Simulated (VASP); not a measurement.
# Ti (P6_3/mmc) in VASP: notebook

Ti is run at these levels: BLYP; tasks: single point.

All numbers are computed with VASP 6.6.1; they aren't measurements. Logs are shortened: lines on timing, memory, paths and dates and some standing lists are left out, and cuts for length are marked.

### Step 1. The cell of the first run

Symmetry: P6_3/mmc, No. 194, hexagonal system. Conventional cell: a = 2.916 Å, b = 2.916 Å, c = 9.331 Å, α = 90.00°, β = 90.00°, γ = 120.00°. Ti (site symmetry -3m) has 12 Ti at 2.88 to 2.92 Å within 3.8 Å. Within 3.8 Å of Ti (site symmetry -6m2) lie 12 Ti at 2.88 to 2.92 Å.

### Step 2. Single point, BLYP (17.18 Å³/atom)

The input, INCAR:

```
PREC = Accurate
ENCUT = 520
EDIFF = 1E-6
ISMEAR = -1
SIGMA = 0.1
LREAL = F
LASPH = T
NELM = 100
ALGO = Normal
ISIF = 2
LWAVE = F
LCHARG = T
GGA = B5
ALDAX = 1.0
AGGAX = 1.0
AGGAC = 1.0
ALDAC = 0.0
LELF = T
LVHAR = T
NBANDS = 32
```

The input, KPOINTS:

```
regular mesh
0
Gamma
  14 14 4
```

The input, POSCAR:

```
Ti
1.0
    2.9163902638      0.0000000000      0.0000000000
   -1.4581951319      2.5256680558      0.0000000000
    0.0000000000      0.0000000000      9.3313766440
Ti
4
Direct
    1.0000000000      0.0000000000      0.0000000000
    1.0000000000      1.0000000000      0.5000000000
    0.3333333333      0.6666666667      0.2500000000
    0.6666666667      0.3333333333      0.7500000000
```

Potentials or basis: VASP PAW PBE potentials, release 64 (Ti_sv).

The run is started by

```
$ cat potpaw_PBE.64/Ti_sv/POTCAR > POTCAR
$ mpirun -np 1 vasp_std > vasp.out
```

OUTCAR:

```text
PREC = Accurate
   ENCUT = 520
   EDIFF = 1E-6
   ISMEAR = -1
   LREAL = F
   LASPH = T
   NELM = 100
   ISIF = 2
   GGA = B5

 ion  position               nearest neighbor table
   1  0.000  0.000  0.000-   3 2.88   4 2.88   3 2.88   4 2.88   4 2.88   3 2.88
   2  0.000  0.000  0.500-   3 2.88   4 2.88   3 2.88   4 2.88   4 2.88   3 2.88
   3  0.333  0.667  0.250-   1 2.88   2 2.88   1 2.88   2 2.88   1 2.88   2 2.88
   4  0.667  0.333  0.750-   1 2.88   2 2.88   1 2.88   2 2.88   1 2.88   2 2.88

  LATTYP: Found a hexagonal cell.
 ALAT       =     2.9163902638
 C/A-ratio  =     3.1996323537

  Lattice vectors:

 A1 = (   2.9163902638,   0.0000000000,   0.0000000000)
 A2 = (  -1.4581951319,   2.5256680558,   0.0000000000)
 A3 = (   0.0000000000,   0.0000000000,   9.3313766440)

Analysis of symmetry for initial positions (statically):
=====================================================================
 Subroutine PRICEL returns:
 Original cell was already a primitive cell.

 Routine SETGRP: Setting up the symmetry group for a
 hexagonal supercell.

 Subroutine GETGRP returns: Found 24 space group operations
 (whereof 12 operations were pure point group operations)
 out of a pool of 24 trial point group operations.

The static configuration has the point symmetry D_3d.
 The point group associated with its full space group is D_6h.

Analysis of symmetry for dynamics (positions and initial velocities):
=====================================================================
 Subroutine PRICEL returns:
 Original cell was already a primitive cell.

 Routine SETGRP: Setting up the symmetry group for a
 hexagonal supercell.

 Subroutine GETGRP returns: Found 24 space group operations
 (whereof 12 operations were pure point group operations)
 out of a pool of 24 trial point group operations.

The dynamic configuration has the point symmetry D_3d.
 The point group associated with its full space group is D_6h.

 Subroutine INISYM returns: Found 24 space group operations
 (whereof 12 operations are pure point group operations),
 and found     1 'primitive' translations

----------------------------------------------------------------------------------------

                                     Primitive cell

  volume of cell :      68.7334

  direct lattice vectors                    reciprocal lattice vectors
[... 83 lines left out ...]
   ISTART =      0    job   : 0-new  1-cont  2-samecut
   ICHARG =      2    charge: 1-file 2-atom 10-const
   ISPIN  =      1    spin polarized calculation?
   LNONCOLLINEAR =      F non collinear calculations
   LSORBIT =      F    spin-orbit coupling
   LASPH  =      T    aspherical Exc in radial PAW
   ENCUT  =  520.0 eV  38.22 Ry    6.18 a.u.   5.42  5.42 17.35*2*pi/ulx,y,z
   NELM   =    100;   NELMIN=  2; NELMDL= -5     # of ELM steps
   EDIFF  = 0.1E-05   stopping-criterion for ELM
   LREAL  =      F    real-space projection
   EDIFFG = 0.1E-04   stopping-criterion for IOM
   NSW    =      0    number of steps for IOM
   IBRION =     -1    ionic relax: 0-MD 1-quasi-New 2-CG
   NFREE  =      0    steps in history (QN), initial steepest desc. (CG)
   ISIF   =      2    stress and relaxation
   ISYM   =      2    0-nonsym 1-usesym 2-fastsym
   POTIM  = 0.5000    time-step for ionic-motion
   TEBEG  =    0.0;   TEEND  =   0.0 temperature during run
   PSTRESS=    0.0 pullay stress
   NELECT =      48.0000    total number of electrons
   NUPDOWN=      -1.0000    fix difference up-down
   EMIN   =  10.00;   EMAX   =-10.00  energy-range for DOS
   EFERMI =   0.00;   METHOD = LEGACY
   ISMEAR =    -1;   SIGMA  =   0.10  broadening in eV -4-tet -1-fermi 0-gaus
   EFERMI_NEDOS =   21; number of points for ismear=-14 and -15
   IALGO  =     38    algorithm
   IMIX   =      4    mixing-type and parameters
     AMIX     =   0.40;   BMIX     =  1.00
     AMIX_MAG =   1.60;   BMIX_MAG =  1.00
  volume/ion in A,a.u.               =      17.18       115.96
  Fermi-wavevector in a.u.,A,eV,Ry     =   1.452444  2.744721 28.702759  2.109593
  Thomas-Fermi vector in A             =   2.569825
   LORBIT       =      0    0 simple, 1 ext, 2 COOP (PROOUT), +10 PAW based schemes
   GGA     = B5    functional components
   LHFCALC =     F    Hartree Fock is set to
   AEXX    =    0.0000 exact exchange contribution
   IVDW    =     0    specifies the selected vdW correction
   LEPSILON=     F    determine dielectric tensor
   LRPA    =     F    only Hartree local field effects (RPA)
 non-spin polarized calculation
  energy-cutoff  :      520.00
  volume of cell :       68.73
 maximum number of plane-waves:      1895
 NGX is ok and might be reduce to    24
   NGX = 11   NGY = 11   NGZ = 35

 number of electron      47.9999987 magnetization

 Free energy of the ion-electron system (eV)
  ---------------------------------------------------
  ext. energy  EPLUGINS =         0.00000000
  ---------------------------------------------------
  free energy    TOTEN  =       -26.97335305 eV

  energy without entropy =      -26.75359124  energy(sigma->0) =      -26.86347215

 E-fermi :   8.8185     XC(G=0): -11.0126

 val. band max:        8.8163951878   @ k =   0.5000  -0.0000   0.2500
 cond. band min:       8.8186328331   @ k =   0.0714   0.0714   0.2500
 fundamental gap:      0.0022376453
 Fermi energy:         8.8185061608

 k-point     1 :       0.0000    0.0000    0.0000
  band No.  band energies     occupation
      1     -47.7038      2.00000
      2     -47.6408      2.00000
      3     -47.6262      2.00000
      4     -47.5622      2.00000
      5     -24.4409      2.00000
      6     -24.1031      2.00000
[... 829 lines left out ...]
     31      11.2330      0.00000
     32      11.4951      0.00000

 [... further k-points ...]
[... 5 lines left out ...]
  --------------------------------------------------------------------------------------
  -------------------------------------------------------------------------------------
  Total        1.9033760      1.9033760      1.9347290     -0.0000000      0.0000000     -0.0000000
  in kB       44.3677629     44.3677629     45.0986026     -0.0000000      0.0000000     -0.0000000
  external PRESSURE =      44.6113761 kB  Pullay stress =       0.0000000 kB

 VOLUME and BASIS-vectors are now :
 -----------------------------------------------------------------------------
  energy-cutoff  :      520.00
  volume of cell :       68.73
      direct lattice vectors                 reciprocal lattice vectors
     2.916390264  0.000000000  0.000000000     0.342889637  0.197967424  0.000000000
    -1.458195132  2.525668056  0.000000000     0.000000000  0.395934849  0.000000000
     0.000000000  0.000000000  9.331376644     0.000000000  0.000000000  0.107165324

 POSITION                                       TOTAL-FORCE (eV/Angst)
 -----------------------------------------------------------------------------------
      0.00000      0.00000      0.00000        -0.000000      0.000000     -0.000000
      0.00000      0.00000      4.66569        -0.000000      0.000000     -0.000000
     -0.00000      1.68378      2.33284        -0.000000      0.000000      0.000000
      1.45820      0.84189      6.99853         0.000000      0.000000      0.000000
 -----------------------------------------------------------------------------------
    total drift:                               -0.000000      0.000000      0.000000

  FREE ENERGIE OF THE ION-ELECTRON SYSTEM (eV)
  ---------------------------------------------------
  free  energy   TOTEN  =       -26.9733530548 eV

  energy  without entropy=      -26.7535912402  energy(sigma->0) =      -26.86347215
```

OSZICAR:

```text
N       E                     dE             d eps       ncg     rms          rms(c)
DAV:   1     0.623767870873E+03    0.62377E+03   -0.24278E+04  4608   0.187E+03
DAV:   2     0.459735274368E+02   -0.57779E+03   -0.56432E+03  4656   0.557E+02
DAV:   3    -0.231872242712E+02   -0.69161E+02   -0.65720E+02  7384   0.164E+02
DAV:   4    -0.299383647933E+02   -0.67511E+01   -0.66047E+01  6840   0.482E+01
DAV:   5    -0.302583547547E+02   -0.31999E+00   -0.31954E+00  7160   0.924E+00    0.161E+01
DAV:   6    -0.269223599755E+02    0.33360E+01   -0.12444E+01  5880   0.300E+01    0.429E+00
DAV:   7    -0.270660037907E+02   -0.14364E+00   -0.19383E+00  6504   0.128E+01    0.417E+00
DAV:   8    -0.269555484941E+02    0.11046E+00   -0.10814E+00  6600   0.820E+00    0.278E+00
DAV:   9    -0.269845682476E+02   -0.29020E-01   -0.43222E-01  5872   0.682E+00    0.931E-01
DAV:  10    -0.269730793513E+02    0.11489E-01   -0.67248E-02  5696   0.268E+00    0.106E-01
DAV:  11    -0.269733162367E+02   -0.23689E-03   -0.50800E-03  6408   0.518E-01    0.938E-02
DAV:  12    -0.269733734146E+02   -0.57178E-04   -0.68111E-04  6424   0.176E-01    0.292E-02
DAV:  13    -0.269733557064E+02    0.17708E-04   -0.11518E-04  6776   0.914E-02    0.183E-02
DAV:  14    -0.269733573414E+02   -0.16350E-05   -0.95743E-06  5976   0.266E-02    0.911E-03
DAV:  15    -0.269733510206E+02    0.63207E-05   -0.45241E-06  4760   0.139E-02    0.253E-03
DAV:  16    -0.269733529071E+02   -0.18865E-05   -0.59053E-07  3360   0.883E-03    0.419E-04
DAV:  17    -0.269733530548E+02   -0.14766E-06   -0.16444E-07  3224   0.322E-03
   1 F= -.26973353E+02 E0= -.26863472E+02  d E =-.219762E+00
```

Wall time 90 s (1 thread of Intel Xeon 6975P-C (Granite Rapids), shared host); peak memory 0.25 GiB.

Results:

```
Free energy            : -26.9734 eV
Pressure               : 4.5 GPa
Band gap on the k mesh : zero (bands 24 and 25 overlap by 1.11 eV)
```

Levels at points of the mesh, in eV from the Fermi level:
| k point | band 20 | band 21 | band 22 | band 23 | band 24 | band 25 | band 26 | band 27 | band 28 | band 29 |
| --- | --- | --- | --- | --- | --- | --- | --- | --- | --- | --- |
| (0.00, 0.00, 0.00) | -2.59 | 0.09 | 0.12 | 0.63 | 0.63 | 0.69 | 0.69 | 0.88 | 1.01 | 1.01 |
| (0.50, 0.00, 0.00) | -1.82 | -1.26 | -1.22 | -1.00 | -0.04 | 0.07 | 0.57 | 1.10 | 1.60 | 1.82 |
| (0.00, 0.00, 0.50) | -2.88 | 0.31 | 0.31 | 0.60 | 0.60 | 0.76 | 0.76 | 0.76 | 0.76 | 0.92 |
| (0.50, 0.00, 0.50) | -2.28 | -1.53 | -1.53 | -0.13 | -0.13 | 0.76 | 0.76 | 0.91 | 0.91 | 1.47 |

Caveat: the cell stands under pressure; the PAW data sets were made with another functional, which shifts forces and pressure a little.

### Step 3. Single point, BLYP (17.90 Å³/atom)

This run uses another cell than the first one, of 17.90 Å³/atom.

The input, INCAR:

```
SYSTEM = Ti
AGGAC    = 1.0          
AGGAX    = 1.0          
ALDAC    = 0.0          
ALDAX    = 1.0          
ALGO     = Normal         ! electronic algorithm
EDIFF    = 1E-6           ! SCF threshold, eV
ENCUT    = 520            ! plane-wave cutoff, eV
GGA      = B5             ! functional
ISIF     = 2              ! what is computed and relaxed
ISMEAR   = -1             ! smearing method
LASPH    = .TRUE.         ! aspherical terms in the spheres
LCHARG   = .FALSE.        ! write CHGCAR
LREAL    = .FALSE.        ! projectors in reciprocal space
LWAVE    = .FALSE.        ! write WAVECAR
NBANDS   = 32             ! bands
NELM     = 80             ! most SCF steps
PREC     = Accurate       ! precision mode
SIGMA    = 0.1            ! smearing width, eV
```

The input, KPOINTS:

```
k-points
0
G
  14 14 4
  0 0 0
```

The input, POSCAR:

```
Ti
1.0
    2.9563457804      0.0000000000      0.0000000000
   -1.4781728902      2.5602705482      0.0000000000
    0.0000000000      0.0000000000      9.4592196076
Ti
4
Direct
    1.0000000000      0.0000000000      0.0000000000
    1.0000000000      1.0000000000      0.5000000000
    0.3333333333      0.6666666667      0.2500000000
    0.6666666667      0.3333333333      0.7500000000
```

Potentials or basis: VASP PAW PBE potentials, release 64 (Ti_sv).

The run is started by

```
$ cat potpaw_PBE.64/Ti_sv/POTCAR > POTCAR
$ mpirun -np 1 vasp_std > vasp.out
```

Wall time 84 s (1 thread of Intel Xeon 6975P-C (Granite Rapids), shared host); peak memory 0.26 GiB.

It converged, with:

| Item | Value |
| --- | --- |
| Free energy | -27.0134 eV |
| Pressure | 0.0 GPa |
| Band gap on the k mesh | zero (bands 24 and 25 overlap by 1.06 eV) |

Levels at points of the mesh, in eV from the Fermi level:
```
           k point  band 21  band 22  band 23  band 24  band 25  band 26  band 27  band 28
(0.00, 0.00, 0.00)     0.09     0.12     0.62     0.62     0.67     0.67     0.85     0.91
(0.50, 0.00, 0.00)    -1.22    -1.16    -0.95    -0.07     0.08     0.56     1.05     1.48
(0.00, 0.00, 0.50)     0.26     0.26     0.58     0.58     0.74     0.74     0.74     0.74
(0.50, 0.00, 0.50)    -1.43    -1.43    -0.15    -0.15     0.71     0.71     0.88     0.88
```

Caveat: the PAW data sets were made with another functional, which shifts forces and pressure a little.

### Step 4. Single point, BLYP (18.62 Å³/atom)

This run uses another cell than the first one, of 18.62 Å³/atom.

The input, INCAR:

```
SYSTEM = Ti
PREC     = Accurate       ! precision mode
ENCUT    = 520            ! plane-wave cutoff, eV
EDIFF    = 1E-7           ! SCF threshold, eV
ISMEAR   = -1             ! smearing method
SIGMA    = 0.1            ! smearing width, eV
LREAL    = .FALSE.        ! projectors in reciprocal space
LASPH    = .TRUE.         ! aspherical terms in the spheres
NELM     = 100            ! most SCF steps
ALGO     = Normal         ! electronic algorithm
ISIF     = 2              ! what is computed and relaxed
LWAVE    = .FALSE.        ! write WAVECAR
LCHARG   = .FALSE.        ! write CHGCAR
GGA      = B5             ! functional
ALDAX    = 1.0          
AGGAX    = 1.0          
AGGAC    = 1.0          
ALDAC    = 0.0          
NBANDS   = 32             ! bands
```

The input, KPOINTS:

```
Automatic mesh
0
G
  14 14 4
  0 0 0
```

The input, POSCAR:

```
Ti
1.0
    2.9952495284      0.0000000000      0.0000000000
   -1.4976247642      2.5939621823      0.0000000000
    0.0000000000      0.0000000000      9.5836972983
Ti
4
Direct
    1.0000000000      0.0000000000      0.0000000000
    1.0000000000      1.0000000000      0.5000000000
    0.3333333333      0.6666666667      0.2500000000
    0.6666666667      0.3333333333      0.7500000000
```

The run is started by

```
$ cat potpaw_PBE.64/Ti_sv/POTCAR > POTCAR
$ mpirun -np 1 vasp_std > vasp.out
```

Wall time 88 s (1 thread of Intel Xeon 6975P-C (Granite Rapids), shared host); peak memory 0.27 GiB.

It converged, with:

```
Free energy            : -26.9804 eV
Pressure               : -3.7 GPa
Band gap on the k mesh : zero (bands 24 and 25 overlap by 1.01 eV)
```

Levels at points of the mesh, in eV from the Fermi level:
```csv
k point,band 21,band 22,band 23,band 24,band 25,band 26,band 27,band 28
"(0.00, 0.00, 0.00)",0.09,0.12,0.60,0.60,0.65,0.65,0.82,0.82
"(0.50, 0.00, 0.00)",-1.18,-1.10,-0.90,-0.09,0.09,0.55,1.00,1.38
"(0.00, 0.00, 0.50)",0.21,0.21,0.57,0.57,0.72,0.72,0.72,0.72
"(0.50, 0.00, 0.50)",-1.35,-1.35,-0.17,-0.17,0.67,0.67,0.85,0.85
```

Caveat: the cell stands under tension; the PAW data sets were made with another functional, which shifts forces and pressure a little.

### Step 5. Overview

| cell | gap on the mesh (eV) | pressure (GPa) |
| --- | --- | --- |
| a = 2.916, b = 2.916, c = 9.331 Å, angles 90.0, 90.0, 120.0°, 4 atoms | none | 4.5 |
| a = 2.956, b = 2.956, c = 9.459 Å, angles 90.0, 90.0, 120.0°, 4 atoms | none | 0.0 |
| a = 2.995, b = 2.995, c = 9.584 Å, angles 90.0, 90.0, 120.0°, 4 atoms | none | -3.7 |

Alike in all rows: task single point; level BLYP; potentials or basis VASP PAW PBE potentials, release 64 (Ti_sv); no spin polarisation; k mesh 14 × 14 × 4; cutoff (eV) 520; smearing fermi-dirac 0.1 eV.

Caveats: the PAW data sets were made with another functional, which shifts forces and pressure a little; the cell stands under pressure (at least some runs); the cell stands under tension (at least some runs).

Total energies depend on the potentials used, so only differences within one code and one set of settings carry meaning.
